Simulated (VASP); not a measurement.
A run of VASP 6.6.1 is set up as follows.

Contents of INCAR:

```
PREC     = Accurate       # precision mode
ENCUT    = 520            # plane-wave cutoff, eV
EDIFF    = 1E-7           # SCF threshold, eV
ISMEAR   = 0              # smearing method
SIGMA    = 0.1            # smearing width, eV
LREAL    = False          # projectors in reciprocal space
LASPH    = True           # aspherical terms in the spheres
NELM     = 100            # most SCF steps
ALGO     = Normal         # electronic algorithm
ISIF     = 2              # what is computed and relaxed
LWAVE    = False          # write WAVECAR
LCHARG   = False          # write CHGCAR
GGA      = PE             # functional
NBANDS   = 18             # bands
```

The input KPOINTS:

```
Automatic mesh
0
Gamma
  4 4 4
```

Contents of POSCAR:

```
P
1.0
    4.2404133800      0.0000000000      0.0000000000
    0.0000000000      4.2404133800      0.0000000000
    0.0000000000      0.0000000000      4.2404133800
P
4
Direct
    0.8770780000      0.8770780000      0.8770780000
    0.6229220000      0.1229220000      0.3770780000
    0.1229220000      0.3770780000      0.6229220000
    0.3770780000      0.6229220000      0.1229220000
```

Potentials or basis: VASP PAW PBE potentials, release 64 (P).

The run is started by

```sh
$ cat potpaw_PBE.64/P/POTCAR > POTCAR
$ mpirun -np 1 vasp_std > vasp.out
```

(1) Estimate the largest force.

(2) Predict the band gap on the k mesh.

(3) What does it give for the pressure?

Answers

(1) 0.039 eV/Å.

(2) zero (bands 10 and 11 overlap by 4.30 eV).

(3) -9.3 GPa.

Caveat: the k points lie up to 0.37 Å⁻¹ apart, too coarse for converged energies and pressures of a metal.
